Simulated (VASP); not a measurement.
Runs of VASP 6.6.1 on Y. The structure is that of space group Fm-3m (No. 225), or close to it. The cells are those of the table. 

```csv
cell,gap on the mesh (eV),pressure (GPa)
"a = 3.633 Å, angles 60.0°, 1 atom",none,-0.6
"a = 3.536 Å, angles 60.0°, 1 atom",none,2.5
"a = 3.680 Å, angles 60.0°, 1 atom",none,(a)
"a = 3.585 Å, angles 60.0°, 1 atom",none,0.8
```

Alike in all rows: task electric field gradients; level r2SCAN; potentials or basis VASP PAW PBE potentials, release 64 (Y_sv); no spin polarisation; k mesh 12 × 12 × 12; cutoff (eV) 520; smearing fermi-dirac 0.03 eV.

Problem. Estimate the missing entries.

Solution. (a) -1.9.

Caveats: the PAW data sets were made with another functional, which shifts forces and pressure a little.

A k mesh can miss the band edges, and the runs leave out spin-orbit coupling on Y.

A gap of «none» marks levels without a gap at the run's occupations.
